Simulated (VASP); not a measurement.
# YbN (F-43m) in VASP: notebook

YbN is run at these levels: LDA+U; tasks: single point.

Everything below comes from runs of VASP 6.6.1. Logs are shortened: lines on timing, memory, paths and dates and some standing lists are left out, and cuts for length are marked.

## 1. The cell of the first run

The structure is cubic, space group F-43m (No. 216). The conventional cell has a = 5.306 Å, b = 5.306 Å, c = 5.306 Å, α = 90.00°, β = 90.00°, γ = 90.00°. Yb (site symmetry -43m) has 4 N at 2.30 Å within 3.0 Å. N (site symmetry -43m) has 4 Yb at 2.30 Å within 3.0 Å.

## 2. Single point, LDA+U, collinear spin, ferromagnetic start

Input file INCAR:

```
PREC = Accurate
ENCUT = 520
EDIFF = 1E-7
ISMEAR = 0
SIGMA = 0.05
LREAL = False
LASPH = True
NELM = 150
ALGO = Normal
ISIF = 2
LWAVE = False
LCHARG = False
ISPIN = 2
MAGMOM = 1 0
LORBIT = 11
LMAXMIX = 6
LDAU = True
LDAUTYPE = 1
LDAUL = 3 -1
LDAUU = 7 0
LDAUJ = 0.5 0
LDAUPRINT = 1
GGA = CA
NBANDS = 26
```

Input file KPOINTS:

```
Automatic mesh
0
Gamma
  6 6 6
```

Input file POSCAR:

```
YbN
1.0
    0.0000000000      2.6528496000      2.6528496000
    2.6528496000      0.0000000000      2.6528496000
    2.6528496000      2.6528496000      0.0000000000
Yb N
1 1
Direct
    0.0000000000      0.0000000000      0.0000000000
    0.2500000000      0.2500000000      0.2500000000
```

Potentials or basis: VASP PAW PBE potentials, release 64 (Yb, N).

On the command line:

```
> cat potpaw_PBE.64/Yb/POTCAR potpaw_PBE.64/N/POTCAR > POTCAR
> mpirun -np 1 vasp_std > vasp.out
```

OUTCAR:

```text
PREC = Accurate
   ENCUT = 520
   EDIFF = 1E-7
   ISMEAR = 0
   LREAL = False
   LASPH = True
   NELM = 150
   ISIF = 2
   ISPIN = 2
   LORBIT = 11
   GGA = CA

 ion  position               nearest neighbor table
   1  0.000  0.000  0.000-   2 2.30   2 2.30   2 2.30   2 2.30
   2  0.250  0.250  0.250-   1 2.30   1 2.30   1 2.30   1 2.30

  LATTYP: Found a face centered cubic cell.
 ALAT       =     5.3056992000

  Lattice vectors:

 A1 = (   0.0000000000,   2.6528496000,   2.6528496000)
 A2 = (   2.6528496000,   0.0000000000,   2.6528496000)
 A3 = (   2.6528496000,   2.6528496000,   0.0000000000)

Analysis of symmetry for initial positions (statically):
=====================================================================
 Subroutine PRICEL returns:
 Original cell was already a primitive cell.

 Routine SETGRP: Setting up the symmetry group for a
 face centered cubic supercell.

 Subroutine GETGRP returns: Found 24 space group operations
 (whereof 24 operations were pure point group operations)
 out of a pool of 48 trial point group operations.

The static configuration has the point symmetry T_d .

Analysis of symmetry for dynamics (positions and initial velocities):
=====================================================================
 Subroutine PRICEL returns:
 Original cell was already a primitive cell.

 Routine SETGRP: Setting up the symmetry group for a
 face centered cubic supercell.

 Subroutine GETGRP returns: Found 24 space group operations
 (whereof 24 operations were pure point group operations)
 out of a pool of 48 trial point group operations.

The dynamic configuration has the point symmetry T_d .

Analysis of structural, dynamic, and magnetic symmetry:
=====================================================================
 Subroutine PRICEL returns:
 Original cell was already a primitive cell.

 Routine SETGRP: Setting up the symmetry group for a
 face centered cubic supercell.

 Subroutine GETGRP returns: Found 24 space group operations
 (whereof 24 operations were pure point group operations)
 out of a pool of 48 trial point group operations.

The overall configuration has the point symmetry T_d .

 Subroutine INISYM returns: Found 24 space group operations
 (whereof 24 operations are pure point group operations),
 and found     1 'primitive' translations

----------------------------------------------------------------------------------------

                                     Primitive cell

  volume of cell :      37.3394

  direct lattice vectors                    reciprocal lattice vectors
     0.000000000  2.652849600  2.652849600    -0.188476573  0.188476573  0.188476573
     2.652849600  0.000000000  2.652849600     0.188476573 -0.188476573  0.188476573
     2.652849600  2.652849600  0.000000000     0.188476573  0.188476573 -0.188476573

  length of vectors
     3.751695883  3.751695883  3.751695883     0.326451000  0.326451000  0.326451000

[... 113 lines left out ...]
atom =   1  type =  1  l = 3

 onsite density matrix

spin component  1

  0.9992  0.0000 -0.0008 -0.0000 -0.0000 -0.0000 -0.0000
  0.0000  0.9954  0.0000  0.0000  0.0000 -0.0000  0.0000
 -0.0008  0.0000  0.9996 -0.0000  0.0000  0.0000 -0.0000
 -0.0000  0.0000 -0.0000  0.9986  0.0000 -0.0000  0.0000
 -0.0000  0.0000  0.0000  0.0000  0.9996  0.0000  0.0008
 -0.0000 -0.0000  0.0000 -0.0000  0.0000  1.0002  0.0000
 -0.0000  0.0000 -0.0000  0.0000  0.0008  0.0000  0.9992

spin component  2

  0.9424  0.0000  0.0612  0.0000  0.0000  0.0000 -0.0000
  0.0000  0.9899  0.0000  0.0000  0.0000  0.0000  0.0000
  0.0612  0.0000  0.9108 -0.0000  0.0000 -0.0000  0.0000
  0.0000  0.0000 -0.0000  0.9898  0.0000 -0.0000 -0.0000
  0.0000  0.0000  0.0000  0.0000  0.9108  0.0000 -0.0612
  0.0000  0.0000 -0.0000 -0.0000  0.0000  0.8633 -0.0000
 -0.0000  0.0000  0.0000 -0.0000 -0.0612 -0.0000  0.9424

 occupancies and eigenvectors

  o =  0.8633  v =  0.0000  0.0000  0.0000  0.0000  0.0000  0.0000  0.0000  0.0000  0.0000  0.0000  0.0000  0.7906 -0.0044  0.6124      0.0000  0.0000  0.0000  0.0000  0.0000  0.0000  0.0000  0.0000  0.0000  0.0000  0.0000  0.0000  0.0000  0.0000
  o =  0.8633  v =  0.0000  0.0000  0.0000  0.0000  0.0000  0.0000  0.0000 -0.6124  0.0000  0.7906  0.0000  0.0000  0.0000 -0.0000      0.0000  0.0000  0.0000  0.0000  0.0000  0.0000  0.0000  0.0000  0.0000  0.0000  0.0000  0.0000  0.0000  0.0000
  o =  0.8633  v =  0.0000  0.0000  0.0000  0.0000  0.0000  0.0000  0.0000  0.0000  0.0000  0.0000  0.0000 -0.0035 -1.0000 -0.0027      0.0000  0.0000  0.0000  0.0000  0.0000  0.0000  0.0000  0.0000  0.0000  0.0000  0.0000  0.0000  0.0000  0.0000
  o =  0.9898  v =  0.0000  0.0000  0.0000  0.0000  0.0000  0.0000  0.0000  0.0000  0.0000  0.0000 -0.9903  0.0849 -0.0000 -0.1096      0.0000  0.0000  0.0000  0.0000  0.0000  0.0000  0.0000  0.0000  0.0000  0.0000  0.0000  0.0000  0.0000  0.0000
  o =  0.9898  v =  0.0000  0.0000  0.0000  0.0000  0.0000  0.0000  0.0000 -0.7906  0.0000 -0.6124 -0.0000 -0.0000 -0.0000  0.0000      0.0000  0.0000  0.0000  0.0000  0.0000  0.0000  0.0000  0.0000  0.0000  0.0000  0.0000  0.0000  0.0000  0.0000
  o =  0.9898  v =  0.0000  0.0000  0.0000  0.0000  0.0000  0.0000  0.0000  0.0000 -0.0000  0.0000  0.1387  0.6065 -0.0000 -0.7829      0.0000  0.0000  0.0000  0.0000  0.0000  0.0000  0.0000  0.0000  0.0000  0.0000  0.0000  0.0000  0.0000  0.0000
  o =  0.9899  v =  0.0000  0.0000  0.0000  0.0000  0.0000  0.0000  0.0000  0.0000  1.0000  0.0000  0.0000  0.0000  0.0000 -0.0000      0.0000  0.0000  0.0000  0.0000  0.0000  0.0000  0.0000  0.0000  0.0000  0.0000  0.0000  0.0000  0.0000  0.0000
  o =  0.9954  v =  0.0000 -1.0000 -0.0000 -0.0000  0.0000  0.0000 -0.0000  0.0000  0.0000  0.0000  0.0000  0.0000  0.0000  0.0000      0.0000  0.0000  0.0000  0.0000  0.0000  0.0000  0.0000  0.0000  0.0000  0.0000  0.0000  0.0000  0.0000  0.0000
  o =  0.9986  v = -0.7906  0.0000 -0.6124 -0.0000 -0.0000 -0.0000 -0.0000  0.0000  0.0000  0.0000  0.0000  0.0000  0.0000  0.0000      0.0000  0.0000  0.0000  0.0000  0.0000  0.0000  0.0000  0.0000  0.0000  0.0000  0.0000  0.0000  0.0000  0.0000
  o =  0.9986  v =  0.0000 -0.0000  0.0000  0.9367  0.2144  0.0000 -0.2767  0.0000  0.0000  0.0000  0.0000  0.0000  0.0000  0.0000      0.0000  0.0000  0.0000  0.0000  0.0000  0.0000  0.0000  0.0000  0.0000  0.0000  0.0000  0.0000  0.0000  0.0000
  o =  0.9986  v =  0.0000  0.0000  0.0000 -0.3500  0.5736 -0.0000 -0.7406  0.0000  0.0000  0.0000  0.0000  0.0000  0.0000  0.0000      0.0000  0.0000  0.0000  0.0000  0.0000  0.0000  0.0000  0.0000  0.0000  0.0000  0.0000  0.0000  0.0000  0.0000
  o =  1.0002  v =  0.0000  0.0000 -0.0000 -0.0000  0.6781 -0.5141  0.5252  0.0000  0.0000  0.0000  0.0000  0.0000  0.0000  0.0000      0.0000  0.0000  0.0000  0.0000  0.0000  0.0000  0.0000  0.0000  0.0000  0.0000  0.0000  0.0000  0.0000  0.0000
  o =  1.0002  v = -0.6124 -0.0000  0.7906  0.0000  0.0000  0.0000  0.0000  0.0000  0.0000  0.0000  0.0000  0.0000  0.0000  0.0000      0.0000  0.0000  0.0000  0.0000  0.0000  0.0000  0.0000  0.0000  0.0000  0.0000  0.0000  0.0000  0.0000  0.0000
  o =  1.0002  v =  0.0000 -0.0000  0.0000  0.0000 -0.4064 -0.8577 -0.3148  0.0000  0.0000  0.0000  0.0000  0.0000  0.0000  0.0000      0.0000  0.0000  0.0000  0.0000  0.0000  0.0000  0.0000  0.0000  0.0000  0.0000  0.0000  0.0000  0.0000  0.0000

 number of electron      28.9999990 magnetization       1.0000087

 Free energy of the ion-electron system (eV)
  ---------------------------------------------------
  ext. energy  EPLUGINS =         0.00000000
  ---------------------------------------------------
  free energy    TOTEN  =       -13.53142257 eV

  energy without entropy =      -13.52783337  energy(sigma->0) =      -13.52962797

 E-fermi :   0.2425     XC(G=0): -10.7197

 val. band max:        0.2016176953   @ k =  -0.3333   0.3333   0.0000
 cond. band min:       0.2530254246   @ k =   0.3333   0.1667   0.0000
 fundamental gap:      0.0514077293
 Fermi energy:         0.2425113818

 spin component 1

 k-point     1 :       0.0000    0.0000    0.0000
  band No.  band energies     occupation
      1     -48.8589      1.00000
      2     -21.2190      1.00000
      3     -21.2190      1.00000
      4     -21.2190      1.00000
      5     -12.0549      1.00000
      6      -1.8430      1.00000
[... 453 lines left out ...]
     25      18.5720      0.00000
     26      18.9674      0.00000
 Fermi energy:         0.2425113818

 spin component 2

 k-point     1 :       0.0000    0.0000    0.0000
  band No.  band energies     occupation
      1     -48.6698      1.00000
      2     -21.0777      1.00000
      3     -21.0777      1.00000
      4     -21.0777      1.00000
      5     -11.4567      1.00000
      6      -1.4564      1.00000
[... 453 lines left out ...]
     25      18.7359      0.00000
     26      19.3263      0.00000

------------------------ aborting loop because EDIFF is reached ----------------------------------------

  FORCE on cell =-STRESS in cart. coord.  units (eV):
  Direction    XX          YY          ZZ          XY          YZ          ZX
  --------------------------------------------------------------------------------------
  -------------------------------------------------------------------------------------
  Total       -2.5151433     -2.5151433     -2.5151433      0.0000000     -0.0000000      0.0000000
  in kB     -107.9208686   -107.9208686   -107.9208686      0.0000000     -0.0000000      0.0000000
  external PRESSURE =    -107.9208686 kB  Pullay stress =       0.0000000 kB

 VOLUME and BASIS-vectors are now :
 -----------------------------------------------------------------------------
  energy-cutoff  :      520.00
  volume of cell :       37.34
      direct lattice vectors                 reciprocal lattice vectors
     0.000000000  2.652849600  2.652849600    -0.188476573  0.188476573  0.188476573
     2.652849600  0.000000000  2.652849600     0.188476573 -0.188476573  0.188476573
     2.652849600  2.652849600  0.000000000     0.188476573  0.188476573 -0.188476573

 POSITION                                       TOTAL-FORCE (eV/Angst)
 -----------------------------------------------------------------------------------
      0.00000      0.00000      0.00000        -0.000000     -0.000000     -0.000000
      1.32642      1.32642      1.32642         0.000000      0.000000      0.000000
 -----------------------------------------------------------------------------------
    total drift:                                0.000000      0.000000     -0.000000

  FREE ENERGIE OF THE ION-ELECTRON SYSTEM (eV)
  ---------------------------------------------------
  free  energy   TOTEN  =       -13.5314225676 eV

  energy  without entropy=      -13.5278333680  energy(sigma->0) =      -13.52962797

 total charge

# of ion       s       p       d       f       tot
--------------------------------------------------
    1        2.162   6.044   0.518  13.527  22.251
    2        1.253   2.333   0.000   0.000   3.586
--------------------------------------------------
tot          3.415   8.377   0.518  13.527  25.837

 magnetization (x)

# of ion       s       p       d       f       tot
--------------------------------------------------
    1       -0.002   0.026   0.024   0.442   0.491
    2        0.008   0.362   0.000   0.000   0.370
--------------------------------------------------
tot          0.007   0.388   0.024   0.442   0.861
```

It took 28 s on 1 thread of Intel Xeon 6975P-C (Granite Rapids), shared host; peak memory 0.17 GiB.

Results:

- Free energy: -13.5314 eV
- Pressure: -10.8 GPa
- Band gap on the k mesh: zero (filled and empty bands overlap)
- Net moment: 1.00 μB per cell
- Site moments: Yb +0.49; N +0.37 μB
- Valence electrons inside the program's atomic spheres: Yb 22.25; N 3.59

Eigenvalues of the final occupation matrices:
```
    site  spin  trace                         eigenvalues
site 1 f     1   6.99  1.00 1.00 1.00 1.00 1.00 1.00 1.00
site 1 f     2   6.55  0.86 0.86 0.86 0.99 0.99 0.99 0.99
```

Caveat: the cell stands under tension; the PAW data sets were made with another functional, which shifts forces and pressure a little; spin-orbit coupling is left out, which moves the levels of the heavy elements.

## 3. Single point, LDA+U, collinear spin, ferromagnetic start

Input file INCAR:

```
ALGO = Normal
EDIFF = 1E-6
ENCUT = 520
GGA = CA
ISIF = 2
ISMEAR = 0
ISPIN = 2
LASPH = True
LCHARG = True
LDAU = True
LDAUJ = 0.5 0
LDAUL = 3 -1
LDAUPRINT = 1
LDAUTYPE = 1
LDAUU = 7 0
LELF = True
LMAXMIX = 6
LORBIT = 11
LREAL = False
LVHAR = True
LWAVE = False
MAGMOM = 1.08 0.06
NBANDS = 26
NELM = 150
NUPDOWN = 1.1
PREC = Accurate
SIGMA = 0.05
```

Input file KPOINTS:

```
k-points
0
Gamma
  6 6 6
```

POSCAR is that of step 2.

Potentials or basis: VASP PAW PBE potentials, release 64 (Yb, N).

On the command line:

```
> cat potpaw_PBE.64/Yb/POTCAR potpaw_PBE.64/N/POTCAR > POTCAR
> mpirun -np 1 vasp_std > vasp.out
```

Run time: 22 s. Hardware: 1 thread of Intel Xeon 6975P-C (Granite Rapids), shared host; peak memory 0.18 GiB.

It converged, with:

| Item | Value |
| --- | --- |
| Free energy | -13.3868 eV |
| Pressure | -12.4 GPa |
| Net moment | 1.10 μB per cell |
| Site moments | Yb +0.53; N +0.39 μB |
| Valence electrons inside the program's atomic spheres | Yb 22.25; N 3.58 |

Eigenvalues of the final occupation matrices:
```csv
site,spin,trace,eigenvalues
site 1 f,1,6.99,1.00 1.00 1.00 1.00 1.00 1.00 1.00
site 1 f,2,6.54,0.86 0.86 0.86 0.99 0.99 0.99 0.99
```

Caveat: the cell stands under tension; the PAW data sets were made with another functional, which shifts forces and pressure a little; spin-orbit coupling is left out, which moves the levels of the heavy elements; the total moment is fixed, so each spin has its own Fermi level. The state reached can hang on the start; a lower one may exist.

## 4. Single point, LDA+U, collinear spin, zero start

Input file INCAR:

```
SYSTEM = YbN
ALGO = Normal
EDIFF = 1E-7
ENCUT = 520
GGA = CA
ISIF = 2
ISMEAR = 0
ISPIN = 2
LASPH = .True.
LCHARG = .False.
LDAU = .True.
LDAUJ = 0.5 0
LDAUL = 3 -1
LDAUPRINT = 1
LDAUTYPE = 1
LDAUU = 7 0
LMAXMIX = 6
LORBIT = 11
LREAL = .False.
LWAVE = .False.
MAGMOM = 0 0
NBANDS = 26
NELM = 150
NUPDOWN = 0.0
PREC = Accurate
SIGMA = 0.05
```

Input file KPOINTS:

```
k-points
0
Gamma
  6 6 6
  0 0 0
```

POSCAR is that of step 3.

On the command line:

```
> cat potpaw_PBE.64/Yb/POTCAR potpaw_PBE.64/N/POTCAR > POTCAR
> mpirun -np 1 vasp_std > vasp.out
```

It took 24 s on 1 thread of Intel Xeon 6975P-C (Granite Rapids), shared host; peak memory 0.18 GiB.

The run converged. Its results:

| Item | Value |
| --- | --- |
| Free energy | -13.4445 eV |
| Pressure | -10.4 GPa |
| Net moment | 0.00 μB per cell |
| Valence electrons inside the program's atomic spheres | Yb 22.29; N 3.58 |

Eigenvalues of the final occupation matrices:
```tsv
site	spin	trace	eigenvalues
site 1 f	1	6.80	0.95 0.95 0.95 0.99 0.99 0.99 0.99
site 1 f	2	6.80	0.95 0.95 0.95 0.99 0.99 0.99 0.99
```

Caveat: the cell stands under tension; the PAW data sets were made with another functional, which shifts forces and pressure a little; spin-orbit coupling is left out, which moves the levels of the heavy elements; the total moment is fixed, so each spin has its own Fermi level.

## 5. Single point, LDA+U, collinear spin, ferromagnetic start

Input file INCAR:

```
SYSTEM = YbN
PREC = Accurate
ENCUT = 520
EDIFF = 1E-6
ISMEAR = 0
SIGMA = 0.05
LREAL = .FALSE.
LASPH = .TRUE.
NELM = 150
ALGO = Normal
ISIF = 2
LWAVE = .FALSE.
LCHARG = .FALSE.
ISPIN = 2
MAGMOM = 0.37 0.55
LORBIT = 11
LMAXMIX = 6
LDAU = .TRUE.
LDAUTYPE = 1
LDAUL = 3 -1
LDAUU = 7 0
LDAUJ = 0.5 0
LDAUPRINT = 1
GGA = CA
NBANDS = 26
```

Input file KPOINTS:

```
regular mesh
0
G
  6 6 6
  0 0 0
```

POSCAR is that of step 4.

On the command line:

```
> cat potpaw_PBE.64/Yb/POTCAR potpaw_PBE.64/N/POTCAR > POTCAR
> mpirun -np 1 vasp_std > vasp.out
```

It took 25 s on 1 thread of Intel Xeon 6975P-C (Granite Rapids), shared host; peak memory 0.18 GiB.

The run converged. Its results:

| Item | Value |
| --- | --- |
| Free energy | -13.5314 eV |
| Pressure | -10.9 GPa |
| Band gap on the k mesh | zero (filled and empty bands overlap) |
| Net moment | 1.00 μB per cell |
| Site moments | Yb +0.49; N +0.37 μB |
| Valence electrons inside the program's atomic spheres | Yb 22.25; N 3.59 |

Levels at points of the mesh, in eV from the Fermi level:
Spin up:
| k point | band 13 | band 14 | band 15 | band 16 | band 17 | band 18 |
| --- | --- | --- | --- | --- | --- | --- |
| (0.00, 0.00, 0.00) | -1.07 | -1.07 | -1.07 | 2.11 | 6.82 | 6.82 |
| (0.50, 0.00, 0.00) | -1.43 | -0.82 | -0.82 | 4.90 | 6.62 | 6.78 |
| (0.50, 0.50, 0.00) | -1.47 | -0.20 | -0.20 | 3.00 | 5.49 | 8.64 |
Spin down:
| k point | band 12 | band 13 | band 14 | band 15 | band 16 | band 17 |
| --- | --- | --- | --- | --- | --- | --- |
| (0.00, 0.00, 0.00) | -0.65 | -0.33 | -0.33 | -0.33 | 2.26 | 6.89 |
| (0.50, 0.00, 0.00) | -0.74 | -0.33 | -0.08 | -0.08 | 5.13 | 6.72 |
| (0.50, 0.50, 0.00) | -0.69 | -0.42 | 0.55 | 0.55 | 3.02 | 5.75 |

Eigenvalues of the final occupation matrices:
```csv
site,spin,trace,eigenvalues
site 1 f,1,6.99,1.00 1.00 1.00 1.00 1.00 1.00 1.00
site 1 f,2,6.55,0.86 0.86 0.86 0.99 0.99 0.99 0.99
```

Caveat: the cell stands under tension; the PAW data sets were made with another functional, which shifts forces and pressure a little; spin-orbit coupling is left out, which moves the levels of the heavy elements. The state reached can hang on the start; a lower one may exist.

## 6. Overview

```csv
spin,fixed moment (μB),pressure (GPa),moment (μB)
"collinear, ferromagnetic start",-,-10.9,1.00
"collinear, ferromagnetic start",1.1,-12.4,1.10
"collinear, zero start",0.0,-10.4,0.00
```

Alike in all rows: task single point; level LDA+U; potentials or basis VASP PAW PBE potentials, release 64 (Yb, N); Yb f U = 7.0 eV, J = 0.5 eV; cell as given; k mesh 6 × 6 × 6; cutoff (eV) 520; smearing gaussian 0.05 eV.

Caveats: the cell stands under tension; the PAW data sets were made with another functional, which shifts forces and pressure a little; spin-orbit coupling is left out, which moves the levels of the heavy elements; the total moment is fixed, so each spin has its own Fermi level (at least some runs).

Total energies depend on the potentials used, so only differences within one code and one set of settings carry meaning.
